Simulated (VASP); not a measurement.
# I (C2/m) in VASP: single point with PBEsol

Aim: the single point of I with PBEsol.

All numbers are computed with VASP 6.6.1; they aren't measurements. Logs are shortened: lines on timing, memory, paths and dates and some standing lists are left out, and cuts for length are marked.

**1. The cell of the first run**

It takes space group C2/m (No. 12, monoclinic). The conventional cell has a = 4.213 Å, b = 7.606 Å, c = 3.114 Å, α = 90.00°, β = 130.19°, γ = 90.00°. I (site symmetry 2/m) has 14 I at 3.11 to 4.49 Å within 4.5 Å.

**2. Single point, PBEsol**

The input, INCAR:

```
SYSTEM = I
PREC = Accurate
ENCUT = 520
EDIFF = 1E-6
ISMEAR = -1
SIGMA = 0.05
LREAL = .False.
LASPH = .True.
NELM = 80
ALGO = Normal
ISIF = 2
LWAVE = .False.
LCHARG = .False.
GGA = PS
NBANDS = 10
```

The input, KPOINTS:

```
Automatic mesh
0
Gamma
  7 7 11
  0 0 0
```

The input, POSCAR:

```
I
1.0
    2.3439904317     -3.8028041286     -0.4186784268
    2.3439904317      3.8028041286     -0.4186784268
   -1.8895092687      0.0000000000      2.4755917121
I
1
Direct
    0.5000000000      0.5000000000      0.5000000000
```

Potentials or basis: VASP PAW PBE potentials, release 64 (I).

On the command line:

```
$ cat potpaw_PBE.64/I/POTCAR > POTCAR
$ mpirun -np 1 vasp_std > vasp.out
```

OUTCAR:

```text
SYSTEM = I
   PREC = Accurate
   ENCUT = 520
   EDIFF = 1E-6
   ISMEAR = -1
   LREAL = .False.
   LASPH = .True.
   NELM = 80
   ISIF = 2
   GGA = PS

 ion  position               nearest neighbor table
   1  0.500  0.500  0.500-

  Warning from LATTYP: Got some problem with cell dimensions!
  Tried to take original basis but could not verify dimensions!
  LATTYP: Found a base centered monoclinic cell.
 ALAT       =     4.2130489628
 B/A-ratio  =     1.8052503838
 C/A-ratio  =     0.7392008993
 COS(beta)  =    -0.6452926740

  Lattice vectors:

 A1 = (  -0.4544811630,   3.8028041286,  -2.0569132853)
 A2 = (  -0.4544811630,  -3.8028041286,  -2.0569132853)
 A3 = (  -1.8895092687,   0.0000000000,   2.4755917121)

Analysis of symmetry for initial positions (statically):
=====================================================================
 Subroutine PRICEL returns:
 Original cell was already a primitive cell.

 Routine SETGRP: Setting up the symmetry group for a
 base centered monoclinic supercell.

 Subroutine GETGRP returns: Found  4 space group operations
 (whereof  4 operations were pure point group operations)
 out of a pool of  4 trial point group operations.

The static configuration has the point symmetry C_2h.

Analysis of symmetry for dynamics (positions and initial velocities):
=====================================================================
 Subroutine PRICEL returns:
 Original cell was already a primitive cell.

 Routine SETGRP: Setting up the symmetry group for a
 base centered monoclinic supercell.

 Subroutine GETGRP returns: Found  4 space group operations
 (whereof  4 operations were pure point group operations)
 out of a pool of  4 trial point group operations.

The dynamic configuration has the point symmetry C_2h.

 Subroutine INISYM returns: Found  4 space group operations
 (whereof  4 operations are pure point group operations),
 and found     1 'primitive' translations

----------------------------------------------------------------------------------------

                                     Primitive cell

  volume of cell :      38.1168

  direct lattice vectors                    reciprocal lattice vectors
     2.343990432 -3.802804129 -0.418678427     0.246982885 -0.131481923  0.188511073
     2.343990432  3.802804129 -0.418678427     0.246982885  0.131481923  0.188511073
    -1.889509269  0.000000000  2.475591712     0.083540759  0.000000000  0.467706784

  length of vectors
     4.486747375  4.486747375  3.114289582     0.337378817  0.337378817  0.475109140

  position of ions in fractional coordinates (direct lattice)
     0.500000000  0.500000000  0.500000000

  ion indices of the primitive-cell ions
   primitive index   ion index
                 1           1

----------------------------------------------------------------------------------------

 KPOINTS: Automatic mesh

Automatic generation of k-mesh.
 Grid dimensions read from file:
 generate k-points for:    7    7   11

 Generating k-lattice:

  Cartesian coordinates                     Fractional coordinates (reciprocal lattice)
     0.035283269 -0.018783132  0.026930153     0.142857143 -0.000000000  0.000000000
     0.035283269  0.018783132  0.026930153    -0.000000000  0.142857143  0.000000000
     0.007594614  0.000000000  0.042518799     0.000000000  0.000000000  0.090909091

  Length of vectors
     0.048196974  0.048196974  0.043191740

  Shift w.r.t. Gamma in fractional coordinates (k-lattice)
     0.000000000  0.000000000  0.000000000

 Subroutine IBZKPT returns following result:
 ===========================================

 Found    156 irreducible k-points:

 Following reciprocal coordinates:
            Coordinates               Weight
  0.000000  0.000000  0.000000      1.000000
  0.142857  0.000000 -0.000000      4.000000
  0.285714 -0.000000  0.000000      4.000000
  0.428571  0.000000  0.000000      4.000000
  0.142857  0.142857 -0.000000      2.000000
  0.285714  0.142857  0.000000      4.000000
[... 16 lines left out ...]
 -0.142857 -0.000000  0.090909      4.000000
  0.142857  0.142857  0.090909      2.000000
 [... further k-points ...]
   k-points           NKPTS =    156   k-points in BZ     NKDIM =    156   number of bands    NBANDS=     10
   number of dos      NEDOS =    301   number of ions     NIONS =      1
   total plane-waves  NPLWV =  31104
   dimension x,y,z NGX =    36 NGY =   36 NGZ =   24
   dimension x,y,z NGXF=    72 NGYF=   72 NGZF=   48
   ions per type =               1
   NGX,Y,Z   is equivalent  to a cutoff of  13.34, 13.34, 12.81 a.u.
   NGXF,Y,Z  is equivalent  to a cutoff of  26.68, 26.68, 25.62 a.u.
 SYSTEM =  I
   PREC   = accura    normal or accurate (medium, high low for compatibility)
   ISTART =      0    job   : 0-new  1-cont  2-samecut
   ICHARG =      2    charge: 1-file 2-atom 10-const
   ISPIN  =      1    spin polarized calculation?
   LNONCOLLINEAR =      F non collinear calculations
   LSORBIT =      F    spin-orbit coupling
   LASPH  =      T    aspherical Exc in radial PAW
   ENCUT  =  520.0 eV  38.22 Ry    6.18 a.u.   8.34  8.34  5.79*2*pi/ulx,y,z
   NELM   =     80;   NELMIN=  2; NELMDL= -5     # of ELM steps
   EDIFF  = 0.1E-05   stopping-criterion for ELM
   LREAL  =      F    real-space projection
   EDIFFG = 0.1E-04   stopping-criterion for IOM
   NSW    =      0    number of steps for IOM
   IBRION =     -1    ionic relax: 0-MD 1-quasi-New 2-CG
   NFREE  =      0    steps in history (QN), initial steepest desc. (CG)
   ISIF   =      2    stress and relaxation
   ISYM   =      2    0-nonsym 1-usesym 2-fastsym
   POTIM  = 0.5000    time-step for ionic-motion
   TEBEG  =    0.0;   TEEND  =   0.0 temperature during run
   PSTRESS=    0.0 pullay stress
   NELECT =       7.0000    total number of electrons
   NUPDOWN=      -1.0000    fix difference up-down
   EMIN   =  10.00;   EMAX   =-10.00  energy-range for DOS
   EFERMI =   0.00;   METHOD = LEGACY
   ISMEAR =    -1;   SIGMA  =   0.05  broadening in eV -4-tet -1-fermi 0-gaus
   EFERMI_NEDOS =   21; number of points for ismear=-14 and -15
   IALGO  =     38    algorithm
   IMIX   =      4    mixing-type and parameters
     AMIX     =   0.40;   BMIX     =  1.00
     AMIX_MAG =   1.60;   BMIX_MAG =  1.00
  volume/ion in A,a.u.               =      38.12       257.22
  Fermi-wavevector in a.u.,A,eV,Ry     =   0.930541  1.758467 11.781372  0.865906
  Thomas-Fermi vector in A             =   2.056940
   LORBIT       =      0    0 simple, 1 ext, 2 COOP (PROOUT), +10 PAW based schemes
   GGA     = PS    functional components
   LHFCALC =     F    Hartree Fock is set to
   AEXX    =    0.0000 exact exchange contribution
   IVDW    =     0    specifies the selected vdW correction
   LEPSILON=     F    determine dielectric tensor
   LRPA    =     F    only Hartree local field effects (RPA)
 non-spin polarized calculation
  energy-cutoff  :      520.00
  volume of cell :       38.12
 maximum number of plane-waves:      1043
 NGX is ok and might be reduce to    36
   NGX = 17   NGY = 17   NGZ = 11

 number of electron       7.0000000 magnetization

 Free energy of the ion-electron system (eV)
  ---------------------------------------------------
  ext. energy  EPLUGINS =         0.00000000
  ---------------------------------------------------
  free energy    TOTEN  =        -1.69169356 eV

  energy without entropy =       -1.68953168  energy(sigma->0) =       -1.69061262

 E-fermi :   3.8721     XC(G=0):  -8.7243

 val. band max:        3.8363367883   @ k =  -0.0000  -0.0000   0.0909
 cond. band min:       4.0640094945   @ k =   0.4286   0.2857   0.1818
 fundamental gap:      0.2276727062
 Fermi energy:         3.8721016360

 k-point     1 :       0.0000    0.0000    0.0000
  band No.  band energies     occupation
      1     -10.1684      2.00000
      2       2.0737      2.00000
      3       4.6618      0.00000
      4       5.6068      0.00000
      5       8.3935      0.00000
      6      11.4847      0.00000
      7      12.5080      0.00000
      8      15.8428      0.00000
      9      16.2567      0.00000
     10      16.9989      0.00000

 k-point     2 :       0.1429    0.0000   -0.0000
  band No.  band energies     occupation
      1      -9.9530      2.00000
      2       2.0151      2.00000
      3       3.0724      2.00000
      4       5.6595      0.00000
      5       9.0122      0.00000
      6      12.3946      0.00000
      7      12.9312      0.00000
      8      13.8403      0.00000
      9      17.0013      0.00000
     10      17.8162      0.00000

 k-point     3 :       0.2857   -0.0000    0.0000
  band No.  band energies     occupation
      1      -9.3888      2.00000
      2       0.4988      2.00000
      3       2.0607      2.00000
      4       5.8897      0.00000
      5       9.4757      0.00000
      6      11.9212      0.00000
      7      12.8553      0.00000
      8      16.3860      0.00000
      9      17.5920      0.00000
     10      18.0224      0.00000

 k-point     4 :       0.4286    0.0000    0.0000
  band No.  band energies     occupation
      1      -8.8102      2.00000
      2      -1.1630      2.00000
      3       2.0820      2.00000
      4       6.1031      0.00000
      5       8.6151      0.00000
      6      13.0696      0.00000
      7      14.0371      0.00000
      8      16.3669      0.00000
      9      17.7087      0.00000
     10      17.8968      0.00000

 k-point     5 :       0.1429    0.1429   -0.0000
  band No.  band energies     occupation
      1      -9.4329      2.00000
      2       0.6031      2.00000
      3       2.4082      2.00000
      4       5.9234      0.00000
      5       9.6295      0.00000
      6      10.4645      0.00000
      7      12.9809      0.00000
      8      16.4503      0.00000
      9      17.2070      0.00000
     10      18.1386      0.00000

 k-point     6 :       0.2857    0.1429    0.0000
  band No.  band energies     occupation
      1      -8.8463      2.00000
      2      -1.0836      2.00000
      3       2.2283      2.00000
      4       6.1251      0.00000
      5       9.1741      0.00000
      6      11.5797      0.00000
      7      13.1735      0.00000
      8      16.5695      0.00000
      9      17.8012      0.00000
     10      18.2024      0.00000
[... 183 lines left out ...]
 k-point    21 :      -0.4286   -0.0000    0.0909
  band No.  band energies     occupation
      1      -9.0612      2.00000
      2      -0.0927      2.00000
      3       1.9176      2.00000
      4       5.3381      0.00000
      5       9.4691      0.00000
      6      13.1512      0.00000
      7      13.6766      0.00000
      8      14.2356      0.00000
      9      17.4220      0.00000
     10      18.7196      0.00000

 k-point    22 :      -0.2857    0.0000    0.0909
  band No.  band energies     occupation
      1      -9.6824      2.00000
      2       1.7159      2.00000
      3       2.4197      2.00000
      4       5.0328      0.00000
      5       9.8271      0.00000
      6      12.7422      0.00000
      7      13.2401      0.00000
      8      14.5049      0.00000
      9      15.9053      0.00000
     10      16.3822      0.00000

 k-point    23 :      -0.1429   -0.0000    0.0909
  band No.  band energies     occupation
      1     -10.0357      2.00000
      2       1.9826      2.00000
      3       4.4287      0.00003
      4       4.8403      0.00000
      5       8.8515      0.00000
      6      11.8368      0.00000
      7      13.3888      0.00000
      8      14.9459      0.00000
      9      15.3241      0.00000
     10      17.5629      0.00000

 k-point    24 :       0.1429    0.1429    0.0909
  band No.  band energies     occupation
      1      -8.9036      2.00000
      2      -0.5991      2.00000
      3       2.4184      2.00000
      4       5.0729      0.00000
      5       9.7098      0.00000
      6      10.6617      0.00000
      7      14.1988      0.00000
      8      15.4098      0.00000
      9      16.3302      0.00000
     10      18.9604      0.00000

 [... further k-points ...]

------------------------ aborting loop because EDIFF is reached ----------------------------------------

  FORCE on cell =-STRESS in cart. coord.  units (eV):
  Direction    XX          YY          ZZ          XY          YZ          ZX
  --------------------------------------------------------------------------------------
  -------------------------------------------------------------------------------------
  Total       -0.0053303      0.0008634     -0.0082773      0.0000000      0.0000000     -0.0024157
  in kB       -0.2240503      0.0362929     -0.3479233      0.0000000      0.0000000     -0.1015409
  external PRESSURE =      -0.1785602 kB  Pullay stress =       0.0000000 kB

 VOLUME and BASIS-vectors are now :
 -----------------------------------------------------------------------------
  energy-cutoff  :      520.00
  volume of cell :       38.12
      direct lattice vectors                 reciprocal lattice vectors
     2.343990432 -3.802804129 -0.418678427     0.246982885 -0.131481923  0.188511073
     2.343990432  3.802804129 -0.418678427     0.246982885  0.131481923  0.188511073
    -1.889509269  0.000000000  2.475591712     0.083540759  0.000000000  0.467706784

 POSITION                                       TOTAL-FORCE (eV/Angst)
 -----------------------------------------------------------------------------------
      1.39924      0.00000      0.81912        -0.000000     -0.000000      0.000000
 -----------------------------------------------------------------------------------
    total drift:                                0.000000      0.000000      0.000000

  FREE ENERGIE OF THE ION-ELECTRON SYSTEM (eV)
  ---------------------------------------------------
  free  energy   TOTEN  =        -1.6916935637 eV

  energy  without entropy=       -1.6895316813  energy(sigma->0) =       -1.69061262
```

It took 32 s on 1 thread of AMD EPYC 9R45 (Zen 5), shared host; peak memory 0.18 GiB.

Results:

```
Free energy            : -1.6917 eV
Pressure               : 0.0 GPa
Band gap on the k mesh : zero (an odd number of electrons rules out a gap without spin polarisation)
```

Caveat: the PAW data sets were made with another functional, which shifts forces and pressure a little; spin-orbit coupling is left out, which moves the levels of the heavy elements; an odd number of electrons without spin polarisation forces a metal; a magnetic or distorted state may lie lower.

The gap in the log of VASP goes by the Fermi energy; the results here count the filled bands.